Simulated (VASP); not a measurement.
A run of VASP 6.6.1 is set up as follows.

File INCAR:

```
SYSTEM = AlAu2
ALGO = Fast
EDIFF = 1E-6
ENCUT = 520
ISIF = 2
ISMEAR = 0
LASPH = .TRUE.
LCHARG = .FALSE.
LREAL = .FALSE.
LWAVE = .FALSE.
NBANDS = 20
NELM = 100
PREC = Accurate
SIGMA = 0.15
```

KPOINTS

```
k-points
0
G
  16 16 16
  0 0 0
```

The input POSCAR:

```
AlAu2
1.0
   -1.6193000000      1.6193000000      4.3287266251
    1.6193000000     -1.6193000000      4.3287266251
    1.6193000000      1.6193000000     -4.3287266251
Al Au
1 2
Direct
    0.0000000000      0.0000000000      0.0000000000
    0.6570428093      0.6570428093      0.0000000000
    0.3429571907      0.3429571907      0.0000000000
```

Potentials or basis: VASP PAW LDA potentials, release 64 (Al, Au).

Launch:

```console
$ cat potpaw_LDA.64/Al/POTCAR potpaw_LDA.64/Au/POTCAR > POTCAR
$ mpirun -np 1 vasp_std > vasp.out
```

**Question.** What does it give for the band gap on the k mesh?

**Answer.** Zero (an odd number of electrons rules out a gap without spin polarisation).

**Question.** Predict the largest force.

**Answer.** 0.147 eV/Å.

**Question.** Estimate the pressure.

**Answer.** 7.6 GPa.

Stress tensor (GPa, compression positive):
```
7.94 0.00 0.00
0.00 7.94 0.00
0.00 0.00 6.94
```

Caveat: the cell stands under pressure; spin-orbit coupling is left out, which moves the levels of the heavy elements.
